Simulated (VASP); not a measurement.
# Si2C (P4/mmm) in VASP: further runs

The runs below take Si2C through single point, relaxation of cell and atoms, with PBE.

Everything below comes from runs of VASP 6.6.1. Logs are shortened: lines on timing, memory, paths and dates and some standing lists are left out, and cuts for length are marked.

### 1 The cell of the first run

Symmetry: P4/mmm, No. 123, tetragonal system. The conventional cell has a = 3.488 Å, b = 3.488 Å, c = 2.913 Å, α = 90.00°, β = 90.00°, γ = 90.00°. Si (site symmetry mmm) has 4 C at 2.27 Å and 6 Si at 2.47 to 2.91 Å within 3.0 Å. Within 3.0 Å of C (site symmetry 4/mmm) lie 8 Si at 2.27 Å and 2 C at 2.91 Å.

The cell was built from a structure type or drawn by symmetry, and may not be a known phase.

### 2 Single point, PBE, collinear spin

INCAR reads:

```
SYSTEM = Si2C
ALGO = Normal
EDIFF = 1E-6
ENCUT = 520
GGA = PE
ISIF = 2
ISMEAR = 0
ISPIN = 2
LASPH = .TRUE.
LCHARG = .FALSE.
LORBIT = 11
LREAL = .FALSE.
LWAVE = .FALSE.
MAGMOM = 0 0 1
NBANDS = 17
NELM = 150
PREC = Accurate
SIGMA = 0.1
```

KPOINTS reads:

```
k-points
0
G
  6 6 6
  0 0 0
```

POSCAR reads:

```
Si2C
1.0
    3.4877465956      0.0000000000      0.0000000000
    0.0000000000      3.4877465956      0.0000000000
    0.0000000000      0.0000000000      2.9126673061
Si C
2 1
Direct
    0.5000000000      0.0000000000      0.5000000000
    0.0000000000      0.5000000000      0.5000000000
    0.0000000000      0.0000000000      0.0000000000
```

Potentials or basis: VASP PAW PBE potentials, release 64 (Si, C).

Run with:

```bash
$ cat potpaw_PBE.64/Si/POTCAR potpaw_PBE.64/C/POTCAR > POTCAR
$ mpirun -np 1 vasp_std > vasp.out
```

OUTCAR:

```text
SYSTEM = Si2C
   EDIFF = 1E-6
   ENCUT = 520
   GGA = PE
   ISIF = 2
   ISMEAR = 0
   ISPIN = 2
   LASPH = .TRUE.
   LORBIT = 11
   LREAL = .FALSE.
   NELM = 150
   PREC = Accurate

 ion  position               nearest neighbor table
   1  0.500  0.000  0.500-   3 2.27   3 2.27   3 2.27   3 2.27   2 2.47   2 2.47   2 2.47   2 2.47

   2  0.000  0.500  0.500-   3 2.27   3 2.27   3 2.27   3 2.27   1 2.47   1 2.47   1 2.47   1 2.47

   3  0.000  0.000  0.000-   1 2.27   2 2.27   1 2.27   2 2.27   2 2.27   2 2.27   1 2.27   1 2.27

  LATTYP: Found a simple tetragonal cell.
 ALAT       =     3.4877465956
 C/A-ratio  =     0.8351143715

  Lattice vectors:

 A1 = (   3.4877465956,   0.0000000000,   0.0000000000)
 A2 = (   0.0000000000,   3.4877465956,   0.0000000000)
 A3 = (   0.0000000000,   0.0000000000,   2.9126673061)

Analysis of symmetry for initial positions (statically):
=====================================================================
 Subroutine PRICEL returns:
 Original cell was already a primitive cell.

 Routine SETGRP: Setting up the symmetry group for a
 simple tetragonal supercell.

 Subroutine GETGRP returns: Found 16 space group operations
 (whereof 16 operations were pure point group operations)
 out of a pool of 16 trial point group operations.

The static configuration has the point symmetry D_4h.

Analysis of symmetry for dynamics (positions and initial velocities):
=====================================================================
 Subroutine PRICEL returns:
 Original cell was already a primitive cell.

 Routine SETGRP: Setting up the symmetry group for a
 simple tetragonal supercell.

 Subroutine GETGRP returns: Found 16 space group operations
 (whereof 16 operations were pure point group operations)
 out of a pool of 16 trial point group operations.

The dynamic configuration has the point symmetry D_4h.

Analysis of structural, dynamic, and magnetic symmetry:
=====================================================================
 Subroutine PRICEL returns:
 Original cell was already a primitive cell.

 Routine SETGRP: Setting up the symmetry group for a
 simple tetragonal supercell.

 Subroutine GETGRP returns: Found 16 space group operations
 (whereof 16 operations were pure point group operations)
 out of a pool of 16 trial point group operations.

The overall configuration has the point symmetry D_4h.

 Subroutine INISYM returns: Found 16 space group operations
 (whereof 16 operations are pure point group operations),
 and found     1 'primitive' translations

----------------------------------------------------------------------------------------

                                     Primitive cell

  volume of cell :      35.4308

  direct lattice vectors                    reciprocal lattice vectors
     3.487746596  0.000000000  0.000000000     0.286718078  0.000000000  0.000000000
     0.000000000  3.487746596  0.000000000     0.000000000  0.286718078  0.000000000
     0.000000000  0.000000000  2.912667306     0.000000000  0.000000000  0.343327917

  length of vectors
     3.487746596  3.487746596  2.912667306     0.286718078  0.286718078  0.343327917

  position of ions in fractional coordinates (direct lattice)
     0.500000000  0.000000000  0.500000000
     0.000000000  0.500000000  0.500000000
     0.000000000  0.000000000  0.000000000

  ion indices of the primitive-cell ions
   primitive index   ion index
                 1           1
                 2           2
                 3           3

----------------------------------------------------------------------------------------

 KPOINTS: k-points

Automatic generation of k-mesh.
 Grid dimensions read from file:
 generate k-points for:    6    6    6

 Generating k-lattice:

  Cartesian coordinates                     Fractional coordinates (reciprocal lattice)
     0.047786346  0.000000000  0.000000000     0.166666667  0.000000000  0.000000000
     0.000000000  0.047786346  0.000000000     0.000000000  0.166666667  0.000000000
     0.000000000  0.000000000  0.057221320     0.000000000  0.000000000  0.166666667

  Length of vectors
     0.047786346  0.047786346  0.057221320

  Shift w.r.t. Gamma in fractional coordinates (k-lattice)
     0.000000000  0.000000000  0.000000000

 Subroutine IBZKPT returns following result:
 ===========================================

 Found     40 irreducible k-points:

 Following reciprocal coordinates:
            Coordinates               Weight
  0.000000  0.000000  0.000000      1.000000
  0.166667  0.000000  0.000000      4.000000
  0.333333  0.000000  0.000000      4.000000
  0.500000  0.000000  0.000000      2.000000
  0.166667  0.166667  0.000000      4.000000
  0.333333  0.166667  0.000000      8.000000
[... 16 lines left out ...]
  0.333333  0.000000  0.333333      8.000000
  0.500000  0.000000  0.333333      4.000000
 [... further k-points ...]
[... 92 lines left out ...]
      1      -6.2095      1.00000
      2       1.7662      1.00000
      3       4.2720      1.00000
      4       5.9812      1.00000
      5       7.3635      1.00000
      6       8.9071      1.00000
[... 9 lines left out ...]
     16      22.2491      0.00000
     17      23.6916      0.00000

 k-point     3 :       0.3333    0.0000    0.0000
  band No.  band energies     occupation
      1      -5.4870      1.00000
      2      -0.6304      1.00000
      3       4.7970      1.00000
      4       6.7882      1.00000
      5       7.7344      1.00000
      6      10.3724      0.00004
[... 392 lines left out ...]
 k-point    23 :       0.3333    0.0000    0.3333
  band No.  band energies     occupation
      1      -3.7735      1.00000
      2       0.7716      1.00000
      3       1.6835      1.00000
      4       6.2275      1.00000
      5       6.3758      1.00000
      6       9.1593      1.00000
[... 9 lines left out ...]
     16      26.3476      0.00000
     17      26.3776      0.00000

 k-point    24 :       0.5000    0.0000    0.3333
  band No.  band energies     occupation
      1      -3.2352      1.00000
      2      -0.0006      1.00000
      3       1.8002      1.00000
      4       5.2669      1.00000
      5       6.6812      1.00000
      6       9.5828      1.00000
[... 9 lines left out ...]
     16      24.6296      0.00000
     17      26.8210      0.00000

 [... further k-points ...]

 spin component 2

 k-point     1 :       0.0000    0.0000    0.0000
  band No.  band energies     occupation
      1      -6.4780      1.00000
      2       4.0615      1.00000
      3       4.0615      1.00000
      4       5.0943      1.00000
      5       6.9773      1.00000
      6       7.2039      1.00000
[... 9 lines left out ...]
     16      21.4066      0.00000
     17      21.4066      0.00000

 k-point     2 :       0.1667    0.0000    0.0000
  band No.  band energies     occupation
      1      -6.2095      1.00000
      2       1.7661      1.00000
      3       4.2719      1.00000
      4       5.9811      1.00000
      5       7.3633      1.00000
      6       8.9071      1.00000
[... 9 lines left out ...]
     16      22.2490      0.00000
     17      23.6915      0.00000

 k-point     3 :       0.3333    0.0000    0.0000
  band No.  band energies     occupation
      1      -5.4871      1.00000
      2      -0.6304      1.00000
      3       4.7969      1.00000
      4       6.7881      1.00000
      5       7.7342      1.00000
      6      10.3723      0.00004
[... 392 lines left out ...]
 k-point    23 :       0.3333    0.0000    0.3333
  band No.  band energies     occupation
      1      -3.7736      1.00000
      2       0.7716      1.00000
      3       1.6834      1.00000
      4       6.2274      1.00000
      5       6.3757      1.00000
      6       9.1592      1.00000
[... 9 lines left out ...]
     16      26.3476      0.00000
     17      26.3776      0.00000

 k-point    24 :       0.5000    0.0000    0.3333
  band No.  band energies     occupation
      1      -3.2353      1.00000
      2      -0.0006      1.00000
      3       1.8001      1.00000
      4       5.2668      1.00000
      5       6.6811      1.00000
      6       9.5827      1.00000
[... 9 lines left out ...]
     16      24.6295      0.00000
     17      26.8210      0.00000

 [... further k-points ...]

------------------------ aborting loop because EDIFF is reached ----------------------------------------

  FORCE on cell =-STRESS in cart. coord.  units (eV):
  Direction    XX          YY          ZZ          XY          YZ          ZX
  --------------------------------------------------------------------------------------
  -------------------------------------------------------------------------------------
  Total       -0.0234998     -0.0234998     -0.0106303      0.0000000     -0.0000000     -0.0000000
  in kB       -1.0626579     -1.0626579     -0.4806992      0.0000000     -0.0000000     -0.0000000
  external PRESSURE =      -0.8686717 kB  Pullay stress =       0.0000000 kB

 VOLUME and BASIS-vectors are now :
 -----------------------------------------------------------------------------
  energy-cutoff  :      520.00
  volume of cell :       35.43
      direct lattice vectors                 reciprocal lattice vectors
     3.487746596  0.000000000  0.000000000     0.286718078  0.000000000  0.000000000
     0.000000000  3.487746596  0.000000000     0.000000000  0.286718078  0.000000000
     0.000000000  0.000000000  2.912667306     0.000000000  0.000000000  0.343327917

 POSITION                                       TOTAL-FORCE (eV/Angst)
 -----------------------------------------------------------------------------------
      1.74387      0.00000      1.45633         0.000000      0.000000      0.000000
      0.00000      1.74387      1.45633         0.000000      0.000000      0.000000
      0.00000      0.00000      0.00000         0.000000      0.000000      0.000000
 -----------------------------------------------------------------------------------
    total drift:                               -0.000000     -0.000000     -0.000000

  FREE ENERGIE OF THE ION-ELECTRON SYSTEM (eV)
  ---------------------------------------------------
  free  energy   TOTEN  =       -16.3587124130 eV

  energy  without entropy=      -16.3525296859  energy(sigma->0) =      -16.35562105

 total charge

# of ion       s       p       d       tot
------------------------------------------
    1        0.813   0.742   0.000   1.555
    2        0.813   0.742   0.000   1.555
    3        0.905   1.344   0.000   2.249
--------------------------------------------------
tot          2.532   2.828   0.000   5.360

 magnetization (x)

# of ion       s       p       d       tot
------------------------------------------
    1        0.000   0.000   0.000   0.000
    2        0.000   0.000   0.000   0.000
    3       -0.000  -0.000   0.000  -0.000
--------------------------------------------------
tot         -0.000  -0.000   0.000  -0.000
```

It took 18 s on 1 thread of Intel Xeon 6975P-C (Granite Rapids), shared host; peak memory 0.17 GiB.

What came out:

```
Free energy                                           : -16.3587 eV
Pressure                                              : -0.1 GPa
Band gap on the k mesh                                : zero (filled and empty bands overlap)
Net moment                                            : 0.00 μB per cell
Valence electrons inside the program's atomic spheres : Si 1.55; C 2.25
```

### 3 Single point, PBE, collinear spin

This run uses another cell than the first one, of 16.90 Å³/atom.

INCAR reads:

```
  PREC = Accurate
  ENCUT = 520
  EDIFF = 1E-6
  ISMEAR = 0
  SIGMA = 0.1
  LREAL = F
  LASPH = T
  NELM = 150
  ALGO = Normal
  ISIF = 2
  LWAVE = F
  LCHARG = T
  ISPIN = 2
  MAGMOM = 0 0 1
  LORBIT = 11
  GGA = PE
  LELF = T
  LVHAR = T
  NBANDS = 17
```

KPOINTS reads:

```
Automatic mesh
0
Gamma
  6 6 4
```

POSCAR reads:

```
Si2C
1.0
    3.1481646600      0.0000000000      0.0000000000
    0.0000000000      3.1481646600      0.0000000000
    0.0000000000      0.0000000000      5.1170388000
Si C
2 1
Direct
    0.5000000000      0.0000000000      0.5000000000
    0.0000000000      0.5000000000      0.5000000000
    0.0000000000      0.0000000000      0.0000000000
```

Potentials or basis: VASP PAW PBE potentials, release 64 (Si, C).

Run with:

```bash
$ cat potpaw_PBE.64/Si/POTCAR potpaw_PBE.64/C/POTCAR > POTCAR
$ mpirun -np 1 vasp_std > vasp.out
```

It took 17 s on 1 thread of Intel Xeon 6975P-C (Granite Rapids), shared host; peak memory 0.18 GiB.

The run converged. Its results:

- Free energy: -12.1727 eV
- Pressure: 8.8 GPa
- Band gap on the k mesh: zero (filled and empty bands overlap)
- Net moment: 0.00 μB per cell
- Valence electrons inside the program's atomic spheres: Si 1.74; C 1.97

Stress tensor (GPa, compression positive):
```
 25.27   0.00   0.00
  0.00  25.27   0.00
  0.00   0.00 -24.27
```

Levels at points of the mesh, in eV from the Fermi level:
Spin up:
| k point | band 2 | band 3 | band 4 | band 5 | band 6 | band 7 | band 8 | band 9 | band 10 | band 11 |
| --- | --- | --- | --- | --- | --- | --- | --- | --- | --- | --- |
| (0.00, 0.00, 0.00) | -8.70 | -5.03 | -1.00 | -1.00 | 1.77 | 1.77 | 2.40 | 2.81 | 3.54 | 7.06 |
| (0.50, 0.00, 0.00) | -9.45 | -7.28 | -2.69 | -1.44 | -0.46 | 1.21 | 2.31 | 2.97 | 4.28 | 5.91 |
| (0.50, 0.50, 0.00) | -6.12 | -5.89 | -5.89 | -5.27 | -0.81 | -0.37 | -0.37 | 1.96 | 1.96 | 4.53 |
| (0.00, 0.00, 0.50) | -9.85 | -1.93 | -0.78 | -0.78 | -0.65 | 1.29 | 1.29 | 2.71 | 3.73 | 7.29 |
| (0.50, 0.00, 0.50) | -9.35 | -8.74 | -3.07 | 0.47 | 1.08 | 1.68 | 2.29 | 2.33 | 2.36 | 5.80 |
| (0.50, 0.50, 0.50) | -6.41 | -6.09 | -5.69 | -5.69 | -1.69 | -1.69 | 1.13 | 3.61 | 4.09 | 4.09 |
Spin down:
| k point | band 4 | band 5 | band 6 | band 7 | band 8 | band 9 |
| --- | --- | --- | --- | --- | --- | --- |
| (0.00, 0.00, 0.00) | -1.00 | -1.00 | 1.77 | 1.77 | 2.40 | 2.81 |
| (0.50, 0.00, 0.00) | -2.69 | -1.44 | -0.46 | 1.21 | 2.31 | 2.97 |
| (0.50, 0.50, 0.00) | -5.89 | -5.27 | -0.81 | -0.37 | -0.37 | 1.96 |
| (0.00, 0.00, 0.50) | -0.78 | -0.78 | -0.65 | 1.29 | 1.29 | 2.71 |
| (0.50, 0.00, 0.50) | -3.07 | 0.47 | 1.08 | 1.68 | 2.29 | 2.33 |
| (0.50, 0.50, 0.50) | -5.69 | -5.69 | -1.69 | -1.69 | 1.13 | 3.60 |

Caveat: the cell stands under pressure.

### 4 Single point, PBE

This run uses another cell than the first one, of 11.77 Å³/atom.

INCAR reads:

```
PREC = Accurate
ENCUT = 520
EDIFF = 1E-6
ISMEAR = 0
SIGMA = 0.1
LREAL = False
LASPH = True
NELM = 100
ALGO = Normal
ISIF = 2
LWAVE = False
LCHARG = True
GGA = PE
LELF = True
LVHAR = True
NBANDS = 13
```

KPOINTS reads:

```
Automatic mesh
0
Gamma
  14 14 16
```

POSCAR reads:

```
Si2C
1.0
    3.4844990096      0.0000000000      0.0000000000
    0.0000000000      3.4844990096      0.0000000000
    0.0000000000      0.0000000000      2.9090701343
Si C
2 1
Direct
    0.5000000000      0.0000000000      0.5000000000
    0.0000000000      0.5000000000      0.5000000000
    0.0000000000      0.0000000000      0.0000000000
```

Run with:

```bash
$ cat potpaw_PBE.64/Si/POTCAR potpaw_PBE.64/C/POTCAR > POTCAR
$ mpirun -np 1 vasp_std > vasp.out
```

It took 43 s on 1 thread of Intel Xeon 6975P-C (Granite Rapids), shared host; peak memory 0.24 GiB.

The run converged. Its results:

- Free energy: -16.3928 eV
- Pressure: 0.0 GPa
- Band gap on the k mesh: zero (bands 6 and 7 overlap by 7.92 eV)

Stress tensor (GPa, compression positive):
```
-0.04  0.00  0.00
 0.00 -0.04  0.00
 0.00  0.00  0.05
```

Levels at points of the mesh, in eV from the Fermi level:
```tsv
k point	band 2	band 3	band 4	band 5	band 6	band 7	band 8	band 9	band 10	band 11
(0.00, 0.00, 0.00)	-5.86	-5.86	-4.82	-2.91	-2.71	2.82	3.80	3.80	6.90	7.80
(0.50, 0.00, 0.00)	-11.71	-4.77	-2.43	-1.96	-0.48	-0.35	2.85	4.20	5.91	7.88
(0.50, 0.50, 0.00)	-10.16	-10.16	-6.86	-1.31	3.03	3.75	3.75	5.39	5.39	9.41
(0.00, 0.00, 0.50)	-12.41	-2.65	-2.65	-1.59	-1.59	-1.08	0.64	0.71	1.63	8.58
(0.50, 0.00, 0.50)	-10.48	-8.17	-7.11	-2.16	0.63	1.55	1.60	1.61	4.87	5.66
(0.50, 0.50, 0.50)	-8.80	-6.30	-6.30	-5.84	-5.84	-4.75	0.66	7.96	7.96	8.86
```

### 5 Relaxation of cell and atoms, PBE

INCAR reads:

```
SYSTEM = Si2C
  PREC = Accurate
  ENCUT = 600
  EDIFF = 1E-7
  ISMEAR = 0
  SIGMA = 0.1
  LREAL = .False.
  LASPH = .True.
  NELM = 100
  ALGO = Normal
  ISIF = 3
  LWAVE = .False.
  LCHARG = .False.
  GGA = PE
  IBRION = 2
  NSW = 100
  EDIFFG = -0.01
```

KPOINTS reads:

```
regular mesh
0
Gamma
  14 14 16
  0 0 0
```

POSCAR reads:

```
Si2C
1.0
    3.4877465956      0.0000000000      0.0000000000
    0.0000000000      3.4877465956      0.0000000000
    0.0000000000      0.0000000000      2.9126673061
Si C
2 1
Direct
    0.5000000000      0.0000000000      0.5000000000
    0.0000000000      0.5000000000      0.5000000000
    0.0000000000      0.0000000000      0.0000000000
```

Run with:

```bash
$ cat potpaw_PBE.64/Si/POTCAR potpaw_PBE.64/C/POTCAR > POTCAR
$ mpirun -np 1 vasp_std > vasp.out
```

It took 67 s on 1 thread of Intel Xeon 6975P-C (Granite Rapids), shared host; peak memory 0.25 GiB.

It converged, with:

* Free energy: -16.3934 eV
* Relaxed volume: 11.77 Å³/atom
* Relaxed cell: a = 3.483 Å, b = 3.483 Å, c = 2.910 Å, α = 90.00°, β = 90.00°, γ = 90.00°
* Space group after relaxing (to 0.1 Å): P4/mmm (No. 123)
* Energy gained by relaxing: 0.1 meV/atom
* Ionic steps: 3
* Pressure after relaxing: 0.0 GPa
* Band gap on the k mesh: zero (bands 6 and 7 overlap by 7.92 eV)

The path:
| step | energy change (eV) | largest force (eV/Å) | pressure (GPa) | volume (Å³) |
| --- | --- | --- | --- | --- |
| 1 | 0.0000 | 0.0000 | -0.43 | 35.43 |
| 2 | -0.0001 | 0.0000 | 0.15 | 35.27 |
| 3 | -0.0002 | 0.0000 | 0.00 | 35.31 |

Final structure:
```cif
data_structure
_symmetry_space_group_name_H-M 'P 1'
_symmetry_Int_Tables_number 1
_cell_length_a 3.4834
_cell_length_b 3.4834
_cell_length_c 2.9100
_cell_angle_alpha 90.000
_cell_angle_beta 90.000
_cell_angle_gamma 90.000
_cell_volume 35.31
loop_
_atom_site_label
_atom_site_type_symbol
_atom_site_fract_x
_atom_site_fract_y
_atom_site_fract_z
_atom_site_occupancy
Si1 Si 0.50000 0.00000 0.50000 1
Si2 Si 0.00000 0.50000 0.50000 1
C1 C 0.00000 0.00000 0.00000 1
```

Levels at points of the mesh, in eV from the Fermi level:
```tsv
k point	band 3	band 4	band 5	band 6	band 7	band 8	band 9	band 10
(0.00, 0.00, 0.00)	-5.86	-4.82	-2.91	-2.72	2.81	3.80	3.80	6.90
(0.50, 0.00, 0.00)	-4.77	-2.43	-1.97	-0.48	-0.35	2.84	4.19	5.91
(0.50, 0.50, 0.00)	-10.16	-6.87	-1.32	3.02	3.75	3.75	5.38	5.38
(0.00, 0.00, 0.50)	-2.65	-2.65	-1.60	-1.60	-1.09	0.65	0.71	1.63
(0.50, 0.00, 0.50)	-8.18	-7.12	-2.16	0.63	1.55	1.61	1.61	4.87
(0.50, 0.50, 0.50)	-6.30	-6.30	-5.85	-5.85	-4.76	0.66	7.96	7.96
```

### 6 Summary

| task | spin | cell | k mesh | cutoff (eV) | gap on the mesh (eV) | pressure (GPa) | moment (μB) |
| --- | --- | --- | --- | --- | --- | --- | --- |
| single point | collinear | a = 3.488, b = 3.488, c = 2.913 Å, 3 atoms | 6 × 6 × 6 | 520 | none | -0.1 | 0.00 |
| single point | collinear | a = 3.148, b = 3.148, c = 5.117 Å, 3 atoms | 6 × 6 × 4 | 520 | none | 8.8 | 0.00 |
| single point | off | a = 3.484, b = 3.484, c = 2.909 Å, 3 atoms | 14 × 14 × 16 | 520 | none | 0.0 | - |
| relaxation of cell and atoms | off | relaxed from a = 3.488, b = 3.488, c = 2.913 Å, 3 atoms | 14 × 14 × 16 | 600 | none | 0.0 | - |

Alike in all rows: level PBE; potentials or basis VASP PAW PBE potentials, release 64 (Si, C); smearing gaussian 0.1 eV.

Caveats: the cell stands under pressure (at least some runs).

Absolute energies hang on the potentials; compare differences alone.
